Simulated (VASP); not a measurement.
# Cr (P6_3/mmc) in VASP: notebook, part 2 of 2

VASP 6.6.1. The steps go on from the part before.

**3. Single point, PBEsol, collinear spin, ferromagnetic start**

This run uses another cell than the first one, of 7.47 Å³/atom.

INCAR

```
ALGO = Normal
EDIFF = 1E-6
ENCUT = 520
GGA = PS
ISIF = 2
ISMEAR = -1
ISPIN = 2
LASPH = True
LCHARG = True
LELF = True
LMAXMIX = 4
LORBIT = 11
LREAL = False
LVHAR = True
LWAVE = False
MAGMOM = 2 2
NBANDS = 23
NELM = 150
PREC = Accurate
SIGMA = 0.1
```

KPOINTS

```
k-points
0
Gamma
  19 19 10
```

POSCAR

```
Cr
1.0
    2.1619783225      0.0000000000      0.0000000000
   -1.0809891612      1.8723281498      0.0000000000
    0.0000000000      0.0000000000      3.6917435088
Cr
2
Direct
    0.3333333333      0.6666666667      0.2500000000
    0.6666666667      0.3333333333      0.7500000000
```

Potentials or basis: VASP PAW PBE potentials, release 64 (Cr_pv).

Run with:

```bash
$ cat potpaw_PBE.64/Cr_pv/POTCAR > POTCAR
$ mpirun -np 1 vasp_std > vasp.out
```

OUTCAR:

```text
EDIFF = 1E-6
   ENCUT = 520
   GGA = PS
   ISIF = 2
   ISMEAR = -1
   ISPIN = 2
   LASPH = True
   LORBIT = 11
   LREAL = False
   NELM = 150
   PREC = Accurate

 ion  position               nearest neighbor table
   1  0.333  0.667  0.250-   2 2.23   2 2.23   2 2.23   2 2.23   2 2.23   2 2.23   2 3.10   2 3.10
                             2 3.10   2 3.10   2 3.10   2 3.10
   2  0.667  0.333  0.750-   1 2.23   1 2.23   1 2.23   1 2.23   1 2.23   1 2.23   1 3.10   1 3.10
                             1 3.10   1 3.10   1 3.10   1 3.10

  LATTYP: Found a hexagonal cell.
 ALAT       =     2.1619783225
 C/A-ratio  =     1.7075765610

  Lattice vectors:

 A1 = (   2.1619783225,   0.0000000000,   0.0000000000)
 A2 = (  -1.0809891612,   1.8723281498,   0.0000000000)
 A3 = (   0.0000000000,   0.0000000000,   3.6917435088)

Analysis of symmetry for initial positions (statically):
=====================================================================
 Subroutine PRICEL returns:
 Original cell was already a primitive cell.

 Routine SETGRP: Setting up the symmetry group for a
 hexagonal supercell.

 Subroutine GETGRP returns: Found 24 space group operations
 (whereof 12 operations were pure point group operations)
 out of a pool of 24 trial point group operations.

The static configuration has the point symmetry D_3d.
 The point group associated with its full space group is D_6h.

Analysis of symmetry for dynamics (positions and initial velocities):
=====================================================================
 Subroutine PRICEL returns:
 Original cell was already a primitive cell.

 Routine SETGRP: Setting up the symmetry group for a
 hexagonal supercell.

 Subroutine GETGRP returns: Found 24 space group operations
 (whereof 12 operations were pure point group operations)
 out of a pool of 24 trial point group operations.

The dynamic configuration has the point symmetry D_3d.
 The point group associated with its full space group is D_6h.

Analysis of structural, dynamic, and magnetic symmetry:
=====================================================================
 Subroutine PRICEL returns:
 Original cell was already a primitive cell.

 Routine SETGRP: Setting up the symmetry group for a
 hexagonal supercell.

 Subroutine GETGRP returns: Found 24 space group operations
 (whereof 12 operations were pure point group operations)
 out of a pool of 24 trial point group operations.

The overall configuration has the point symmetry D_3d.
 The point group associated with its full space group is D_6h.

 Subroutine INISYM returns: Found 24 space group operations
 (whereof 12 operations are pure point group operations),
 and found     1 'primitive' translations

----------------------------------------------------------------------------------------

                                     Primitive cell

  volume of cell :      14.9439

  direct lattice vectors                    reciprocal lattice vectors
     2.161978322  0.000000000  0.000000000     0.462539328  0.267047205  0.000000000
    -1.080989161  1.872328150  0.000000000     0.000000000  0.534094411  0.000000000
     0.000000000  0.000000000  3.691743509     0.000000000  0.000000000  0.270874723

  length of vectors
     2.161978322  2.161978323  3.691743509     0.534094411  0.534094411  0.270874723

[... 74 lines left out ...]
   ISPIN  =      2    spin polarized calculation?
   LNONCOLLINEAR =      F non collinear calculations
   LSORBIT =      F    spin-orbit coupling
   LASPH  =      T    aspherical Exc in radial PAW
   ENCUT  =  520.0 eV  38.22 Ry    6.18 a.u.   4.02  4.02  6.86*2*pi/ulx,y,z
   NELM   =    150;   NELMIN=  2; NELMDL= -5     # of ELM steps
   EDIFF  = 0.1E-05   stopping-criterion for ELM
   LREAL  =      F    real-space projection
   EDIFFG = 0.1E-04   stopping-criterion for IOM
   NSW    =      0    number of steps for IOM
   IBRION =     -1    ionic relax: 0-MD 1-quasi-New 2-CG
   NFREE  =      0    steps in history (QN), initial steepest desc. (CG)
   ISIF   =      2    stress and relaxation
   ISYM   =      2    0-nonsym 1-usesym 2-fastsym
   POTIM  = 0.5000    time-step for ionic-motion
   TEBEG  =    0.0;   TEEND  =   0.0 temperature during run
   PSTRESS=    0.0 pullay stress
   NELECT =      24.0000    total number of electrons
   NUPDOWN=      -1.0000    fix difference up-down
   EMIN   =  10.00;   EMAX   =-10.00  energy-range for DOS
   EFERMI =   0.00;   METHOD = LEGACY
   ISMEAR =    -1;   SIGMA  =   0.10  broadening in eV -4-tet -1-fermi 0-gaus
   EFERMI_NEDOS =   21; number of points for ismear=-14 and -15
   IALGO  =     38    algorithm
   IMIX   =      4    mixing-type and parameters
     AMIX     =   0.40;   BMIX     =  1.00
     AMIX_MAG =   1.60;   BMIX_MAG =  1.00
  volume/ion in A,a.u.               =       7.47        50.42
  Fermi-wavevector in a.u.,A,eV,Ry     =   1.917154  3.622895 50.007927  3.675479
  Thomas-Fermi vector in A             =   2.952449
   LORBIT       =     11    0 simple, 1 ext, 2 COOP (PROOUT), +10 PAW based schemes
   GGA     = PS    functional components
   LHFCALC =     F    Hartree Fock is set to
   AEXX    =    0.0000 exact exchange contribution
   IVDW    =     0    specifies the selected vdW correction
   LEPSILON=     F    determine dielectric tensor
   LRPA    =     F    only Hartree local field effects (RPA)
 spin polarized calculation
  energy-cutoff  :      520.00
  volume of cell :       14.94
 maximum number of plane-waves:       413
   NGX =  9   NGY =  9   NGZ = 13

 number of electron      24.0000008 magnetization      -0.0235462

 number of electron      24.0000008 magnetization       0.0015296

 Free energy of the ion-electron system (eV)
  ---------------------------------------------------
  ext. energy  EPLUGINS =         0.00000000
  ---------------------------------------------------
  free energy    TOTEN  =       -15.13751059 eV

  energy without entropy =      -15.05762378  energy(sigma->0) =      -15.09756718

 E-fermi :  18.0999     XC(G=0): -16.5601

 val. band max:       18.0966405658   @ k =   0.1579   0.0526   0.3000
 cond. band min:      18.1016454023   @ k =   0.2632  -0.0000   0.1000
 fundamental gap:      0.0050048366
 Fermi energy:        18.0998735123

 spin component 1

 k-point     1 :       0.0000    0.0000    0.0000
  band No.  band energies     occupation
      1     -26.4335      1.00000
      2     -23.3270      1.00000
      3     -23.3270      1.00000
      4     -23.2615      1.00000
      5     -23.0103      1.00000
      6     -23.0103      1.00000
[... 613 lines left out ...]
     22      36.5488      0.00000
     23      39.3206      0.00000

 [... further k-points ...]

 spin component 2

 k-point     1 :       0.0000    0.0000    0.0000
  band No.  band energies     occupation
      1     -26.4327      1.00000
      2     -23.3263      1.00000
      3     -23.3263      1.00000
      4     -23.2606      1.00000
      5     -23.0095      1.00000
      6     -23.0095      1.00000
[... 613 lines left out ...]
     22      36.5493      0.00000
     23      39.3211      0.00000

 [... further k-points ...]

------------------------ aborting loop because EDIFF is reached ----------------------------------------

  FORCE on cell =-STRESS in cart. coord.  units (eV):
  Direction    XX          YY          ZZ          XY          YZ          ZX
  --------------------------------------------------------------------------------------
  -------------------------------------------------------------------------------------
  Total       24.1727746     24.1727746     24.1018687      0.0000000      0.0000000      0.0000000
  in kB     2591.6256129   2591.6256132   2584.0236091      0.0000001      0.0000000      0.0000000
  external PRESSURE =    2589.0916117 kB  Pullay stress =       0.0000000 kB

 VOLUME and BASIS-vectors are now :
 -----------------------------------------------------------------------------
  energy-cutoff  :      520.00
  volume of cell :       14.94
      direct lattice vectors                 reciprocal lattice vectors
     2.161978322  0.000000000  0.000000000     0.462539328  0.267047205  0.000000000
    -1.080989161  1.872328150  0.000000000     0.000000000  0.534094411  0.000000000
     0.000000000  0.000000000  3.691743509     0.000000000  0.000000000  0.270874723

 POSITION                                       TOTAL-FORCE (eV/Angst)
 -----------------------------------------------------------------------------------
     -0.00000      1.24822      0.92294        -0.000000      0.000000      0.000000
      1.08099      0.62411      2.76881         0.000000     -0.000000      0.000000
 -----------------------------------------------------------------------------------
    total drift:                                0.000000     -0.000000      0.000000

  FREE ENERGIE OF THE ION-ELECTRON SYSTEM (eV)
  ---------------------------------------------------
  free  energy   TOTEN  =       -15.1375105871 eV

  energy  without entropy=      -15.0576237779  energy(sigma->0) =      -15.09756718

 total charge

# of ion       s       p       d       tot
------------------------------------------
    1        0.613   6.682   5.136  12.431
    2        0.613   6.682   5.136  12.431
--------------------------------------------------
tot          1.226  13.365  10.271  24.863

 magnetization (x)

# of ion       s       p       d       tot
------------------------------------------
    1        0.000   0.000   0.000   0.000
    2        0.000   0.000   0.000   0.000
--------------------------------------------------
tot          0.000   0.000   0.001   0.001
```

stdout:

```text
POSCAR found type information on POSCAR Cr
 POSCAR found :  1 types and       2 ions
 scaLAPACK will be used
 -----------------------------------------------------------------------------
|                                                                             |
|                                                                             |
|     You enforced a specific xc type in the INCAR file but a different       |
|     I HOPE YOU KNOW WHAT YOU ARE DOING!                                     |
|                                                                             |
 -----------------------------------------------------------------------------

 LDA part: xc-table for (Slater+PW92), standard interpolation
 POSCAR, INCAR and KPOINTS ok, starting setup
 FFT: planning ... GRIDC
 FFT: planning ... GRID_SOFT
 FFT: planning ... GRID
 WAVECAR not read
 entering main loop
```

Wall time 100 s (1 thread of AMD EPYC 9R14 (Zen 4), shared host); peak memory 0.19 GiB.

What came out:

| Item | Value |
| --- | --- |
| Free energy | -15.1375 eV |
| Pressure | 258.9 GPa |
| Band gap on the k mesh | zero (filled and empty bands overlap) |
| Net moment | 0.00 μB per cell |

Stress tensor (GPa, compression positive):
```
259.16   0.00   0.00
  0.00 259.16   0.00
  0.00   0.00 258.40
```

Levels at points of the mesh, in eV from the Fermi level:
Spin up:
| k point | band 9 | band 10 | band 11 | band 12 | band 13 | band 14 | band 15 | band 16 |
| --- | --- | --- | --- | --- | --- | --- | --- | --- |
| (0.00, 0.00, 0.00) | -1.89 | -1.08 | -1.08 | -0.27 | -0.27 | 1.33 | 1.33 | 2.16 |
| (0.00, 0.00, 0.50) | -2.15 | -2.15 | -1.09 | -1.09 | -1.09 | -1.09 | 3.15 | 3.15 |
Spin down:
```
           k point  band 8  band 9  band 10  band 11  band 12  band 13  band 14  band 15  band 16  band 17
(0.00, 0.00, 0.00)   -6.19   -1.89    -1.08    -1.08    -0.26    -0.26     1.33     1.33     2.16     3.91
(0.00, 0.00, 0.50)   -5.94   -2.15    -2.15    -1.09    -1.09    -1.09    -1.09     3.15     3.15     3.15
```

Caveat: the cell stands under pressure; an empty level that is flat over the whole mesh can mark a ghost state of the potentials, or a narrow d or f band; the moments typed at the start vanished in this run; the PAW data sets were made with another functional, which shifts forces and pressure a little.

**4. Single point, PBEsol, collinear spin, ferromagnetic start (7.47 Å³/atom)**

This run uses another cell than the first one, of 7.47 Å³/atom.

INCAR

```
SYSTEM = Cr
PREC = Accurate
ENCUT = 520
EDIFF = 1E-6
ISMEAR = -1
SIGMA = 0.1
LREAL = .FALSE.
LASPH = .TRUE.
NELM = 150
ALGO = Normal
ISIF = 2
LWAVE = .FALSE.
LCHARG = .TRUE.
ISPIN = 2
MAGMOM = 2 2
LORBIT = 11
LMAXMIX = 4
GGA = PS
LELF = .TRUE.
LVHAR = .TRUE.
NBANDS = 23
```

KPOINTS

```
Automatic mesh
0
G
  19 19 10
  0 0 0
```

POSCAR is that of step 3.

Run with:

```bash
$ cat potpaw_PBE.64/Cr_pv/POTCAR > POTCAR
$ mpirun -np 1 vasp_std > vasp.out
```

Wall time 96 s (1 thread of AMD EPYC 9R14 (Zen 4), shared host); peak memory 0.19 GiB.

It converged, with:

* Free energy: -15.1375 eV
* Pressure: 258.9 GPa
* Band gap on the k mesh: zero (filled and empty bands overlap)
* Net moment: 0.00 μB per cell

Stress tensor (GPa, compression positive):
```
259.16   0.00   0.00
  0.00 259.16   0.00
  0.00   0.00 258.40
```

Levels at points of the mesh, in eV from the Fermi level:
Spin up:
```tsv
k point	band 9	band 10	band 11	band 12	band 13	band 14	band 15	band 16
(0.00, 0.00, 0.00)	-1.89	-1.08	-1.08	-0.27	-0.27	1.33	1.33	2.16
(0.00, 0.00, 0.50)	-2.15	-2.15	-1.09	-1.09	-1.09	-1.09	3.15	3.15
```
Spin down:
```csv
k point,band 10,band 11,band 12,band 13,band 14,band 15
"(0.00, 0.00, 0.00)",-1.08,-1.08,-0.26,-0.26,1.33,1.33
"(0.00, 0.00, 0.50)",-2.15,-1.09,-1.09,-1.09,-1.09,3.15
```

Caveat: the cell stands under pressure; an empty level that is flat over the whole mesh can mark a ghost state of the potentials, or a narrow d or f band; the moments typed at the start vanished in this run; the PAW data sets were made with another functional, which shifts forces and pressure a little.

**5. Single point, PBEsol, collinear spin, ferromagnetic start**

This run uses another cell than the first one, of 8.62 Å³/atom.

INCAR, as its differences from that of step 4:

```diff
@@ -12,3 +12,3 @@
 LWAVE = .FALSE.
-LCHARG = .TRUE.
+LCHARG = .FALSE.
 ISPIN = 2
@@ -18,4 +18,2 @@
 GGA = PS
-LELF = .TRUE.
-LVHAR = .TRUE.
 NBANDS = 23
```

KPOINTS

```
regular mesh
0
G
  19 19 10
  0 0 0
```

POSCAR

```
Cr
1.0
    2.2518151514      0.0000000000      0.0000000000
   -1.1259075757      1.9501291258      0.0000000000
    0.0000000000      0.0000000000      3.9265996446
Cr
2
Direct
    0.3333333333      0.6666666667      0.2500000000
    0.6666666667      0.3333333333      0.7500000000
```

Run with:

```bash
$ cat potpaw_PBE.64/Cr_pv/POTCAR > POTCAR
$ mpirun -np 1 vasp_std > vasp.out
```

Wall time 2.1 min (1 thread of AMD EPYC 9R14 (Zen 4), shared host); peak memory 0.2 GiB.

Results (log left out):

```yaml
Free_energy: -17.8556 eV
Pressure: 131.0 GPa
Band_gap_on_the_k_mesh: zero (filled and empty bands overlap)
Net_moment: 0.00 μB per cell
Valence_electrons_inside_the_program's_atomic_spheres: Cr 11.90
```

Stress tensor (GPa, compression positive):
```
131.19   0.00   0.00
  0.00 131.19   0.00
  0.00   0.00 130.66
```

Levels at points of the mesh, in eV from the Fermi level:
Spin up:
```
           k point  band 8  band 9  band 10  band 11  band 12  band 13  band 14  band 15  band 16  band 17
(0.00, 0.00, 0.00)   -5.40   -1.70    -0.76    -0.76    -0.15    -0.15     0.93     1.35     1.35     3.31
(0.00, 0.00, 0.50)   -5.99   -2.13    -2.13    -0.74    -0.74    -0.74    -0.74     2.68     2.68     2.68
```
Spin down:
```csv
k point,band 8,band 9,band 10,band 11,band 12,band 13,band 14,band 15,band 16,band 17
"(0.00, 0.00, 0.00)",-5.40,-1.70,-0.76,-0.76,-0.15,-0.15,0.93,1.35,1.35,3.31
"(0.00, 0.00, 0.50)",-5.99,-2.13,-2.13,-0.74,-0.74,-0.74,-0.74,2.68,2.68,2.68
```

Caveat: the cell stands under pressure; an empty level that is flat over the whole mesh can mark a ghost state of the potentials, or a narrow d or f band; the moments typed at the start vanished in this run; the PAW data sets were made with another functional, which shifts forces and pressure a little.

**6. Single point, PBEsol, collinear spin, ferromagnetic start**

This run uses another cell than the first one, of 10.92 Å³/atom.

INCAR

```
  PREC = Accurate
  ENCUT = 520
  EDIFF = 1E-7
  ISMEAR = -1
  SIGMA = 0.1
  LREAL = F
  LASPH = T
  NELM = 150
  ALGO = Normal
  ISIF = 2
  LWAVE = F
  LCHARG = F
  ISPIN = 2
  MAGMOM = 2 2
  LORBIT = 11
  LMAXMIX = 4
  GGA = PS
  NBANDS = 23
```

KPOINTS

```
Automatic mesh
0
Gamma
  19 19 10
```

POSCAR

```
Cr
1.0
    2.4218107929      0.0000000000      0.0000000000
   -1.2109053964      2.0973496698      0.0000000000
    0.0000000000      0.0000000000      4.2999560649
Cr
2
Direct
    0.3333333333      0.6666666667      0.2500000000
    0.6666666667      0.3333333333      0.7500000000
```

Potentials or basis: VASP PAW PBE potentials, release 64 (Cr_pv).

Run with:

```bash
$ cat potpaw_PBE.64/Cr_pv/POTCAR > POTCAR
$ mpirun -np 1 vasp_std > vasp.out
```

Wall time 2.1 min (1 thread of Oxide Virtual Turin-like, shared host); peak memory 0.22 GiB.

The run converged. Its results:

```
Free energy                                           : -19.6500 eV
Pressure                                              : 14.1 GPa
Band gap on the k mesh                                : zero (filled and empty bands overlap)
Net moment                                            : 0.00 μB per cell
Valence electrons inside the program's atomic spheres : Cr 11.21
```

Levels at points of the mesh, in eV from the Fermi level:
Spin up:
```tsv
k point	band 10	band 11	band 12	band 13	band 14	band 15
(0.00, 0.00, 0.00)	-0.43	-0.43	-0.05	-0.03	-0.03	1.14
(0.00, 0.00, 0.50)	-1.73	-0.40	-0.40	-0.40	-0.40	2.00
```
Spin down:
```csv
k point,band 9,band 10,band 11,band 12,band 13,band 14,band 15,band 16
"(0.00, 0.00, 0.00)",-1.30,-0.43,-0.43,-0.05,-0.03,-0.03,1.14,1.14
"(0.00, 0.00, 0.50)",-1.73,-1.73,-0.40,-0.40,-0.40,-0.40,2.00,2.00
```

Caveat: the cell stands under pressure; an empty level that is flat over the whole mesh can mark a ghost state of the potentials, or a narrow d or f band; the moments typed at the start vanished in this run; the PAW data sets were made with another functional, which shifts forces and pressure a little.
